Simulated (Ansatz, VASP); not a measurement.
NaTi2B6 in VASP and in Ansatz

```xyz
9
Lattice="0.0000 3.5147 3.5147 3.5147 0.0000 3.5147 3.5147 3.5147 0.0000" Properties=species:S:1:pos:R:3 pbc="T T T"
Na    0.0000    0.0000    0.0000
Ti    1.7573    1.7573    1.7573
Ti    5.2720    5.2720    5.2720
B     2.2751    3.5147    3.5147
B     4.7543    3.5147    3.5147
B     3.5147    2.2751    3.5147
B     3.5147    4.7543    3.5147
B     3.5147    3.5147    2.2751
B     3.5147    3.5147    4.7543
```

Change from the starting cell: species swapped into the K2SnF6 type (Fm-3m, No. 225).

Alike in both runs: functional PBE; k mesh 10 × 10 × 10; occupations gaussian, width 0.1 eV; no spin polarisation.

Ansatz relaxed the structure, and its values are those at the end. VASP's run is a single point on that final structure, the one shown.

```csv
,VASP,Ansatz
version,VASP 6.6.1,Ansatz 0.2.0
potentials or method,"VASP PAW PBE potentials, release 64 (Na_pv, Ti_sv, B), cutoff 520 eV","scalar-relativistic, plane waves, PAW"
valence electrons in the cell,49,51
```

```tsv
	VASP	Ansatz	Ansatz less VASP
gap on the k mesh at the Fermi level (eV)	none	none	-
pressure (GPa)	0.3	0.0	-0.25
rms of the force components (eV/Å)	0.004	0.000	-0.0039
```

A gap of «none» marks a metal or a gap that the smearing closes. The functional is the same, so the differences come from potentials, cutoffs and numerics. VASP's potentials hold 49 valence electrons a cell and Ansatz's 51, so a difference there can come from the potentials and not from the codes.
